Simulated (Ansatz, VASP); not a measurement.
# Two plane-wave programs on Hf2Pd2Se2Br2O3

Contents of INCAR:

```
ALGO = Normal
EDIFF = 1E-7
ENCUT = 520
GGA = RE
ISIF = 2
ISMEAR = -1
LASPH = T
LCHARG = F
LREAL = F
LWAVE = F
NBANDS = 53
NELM = 60
PREC = Accurate
SIGMA = 0.05
```

KPOINTS

```
k-points
0
Gamma
  8 8 2
```

File POSCAR:

```
Hf2Pd2Se2Br2O3
1.0
    3.7261300000      0.0000000000      0.0000000000
   -1.8630600000      3.2269200000      0.0000000000
    0.0000000000      0.0000000000     17.0086700000
Hf Pd Se Br O
2 2 2 2 3
Direct
    0.6666700000      0.3333300000      0.9338500000
    0.3333300000      0.6666700000      0.0661500000
    0.0000000000      0.0000000000      0.3029800000
    0.0000000000      0.0000000000      0.6970200000
    0.3333300000      0.6666700000      0.2264900000
    0.6666700000      0.3333300000      0.7735100000
    0.6666700000      0.3333300000      0.3986200000
    0.3333300000      0.6666700000      0.6013800000
    0.3333300000      0.6666700000      0.9268900000
    0.6666700000      0.3333300000      0.0731100000
    0.0000000000      0.0000000000      0.0000000000
```

File input.yaml:

```yaml
crystal:
  lattice:
    - [3.72613, 0.0, 0.0]
    - [-1.86306, 3.22692, 0.0]
    - [0.0, 0.0, 17.00867]
  atoms:
    - { symbol: Hf, position: [0.66667, 0.33333, 0.93385] }
    - { symbol: Hf, position: [0.33333, 0.66667, 0.06615] }
    - { symbol: Pd, position: [0.0, 0.0, 0.30298] }
    - { symbol: Pd, position: [0.0, 0.0, 0.69702] }
    - { symbol: Se, position: [0.33333, 0.66667, 0.22649] }
    - { symbol: Se, position: [0.66667, 0.33333, 0.77351] }
    - { symbol: Br, position: [0.66667, 0.33333, 0.39862] }
    - { symbol: Br, position: [0.33333, 0.66667, 0.60138] }
    - { symbol: O, position: [0.33333, 0.66667, 0.92689] }
    - { symbol: O, position: [0.66667, 0.33333, 0.07311] }
    - { symbol: O, position: [0.0, 0.0, 0.0] }
hamiltonian:
  xc: revpbe
  pseudopotentials: { kind: paw }
kpoints:
  mp_grid: { grid: [8, 8, 2] }
  band_path:
    path:
      - [[0.0, 0.0, 0.0], [0.5, 0.0, 0.0], [0.3333333333, 0.3333333333, 0.0], [0.0, 0.0, 0.0], [0.0, 0.0, 0.5], [0.5, 0.0, 0.5], [0.3333333333, 0.3333333333, 0.5], [0.0, 0.0, 0.5]]
      - [[0.5, 0.0, 0.5], [0.5, 0.0, 0.0]]
      - [[0.3333333333, 0.3333333333, 0.0], [0.3333333333, 0.3333333333, 0.5]]
    npoints: 10
scf:
  occupations: { method: fermi_dirac, width: 0.05 }
  n_extra_bands: 27
output:
  forces: true
  stress: true
  eigenvalues: true
  fatbands: false
```

Alike in both runs: functional revPBE; k mesh 8 × 8 × 2; occupations fermi-dirac, width 0.05 eV; no spin polarisation.

```csv
,VASP,Ansatz
version,VASP 6.6.1,Ansatz 0.2.0
potentials or method,"VASP PAW PBE potentials, release 64 (Hf_pv, Pd, Se, Br, O)",Ansatz PAW
plane-wave cutoff (eV),520,420
valence electrons in the cell,84,152
task,single point,band structure
```

VASP gave:

- gap on the k mesh at the Fermi level (eV): none
- pressure (GPa): 1.4
- traceless stress, the component that is largest in VASP (GPa): -0.05
- rms of the force components (eV/Å): 0.043

Q: What did Ansatz give for the same quantities?

A: gap on the k mesh at the Fermi level (eV): none; pressure (GPa): 2.2; traceless stress, the component that is largest in VASP (GPa): -0.25; rms of the force components (eV/Å): 0.041.

VASP's potentials were made for PBE, not for revPBE. Atom by atom the forces differ by 0.040 eV/Å (rms over components). A gap of «none» marks a metal or a gap that the smearing closes. VASP's potentials hold 84 valence electrons a cell and Ansatz's 152, so a difference there can come from the potentials and not from the codes.

Neither program's run includes spin-orbit coupling.
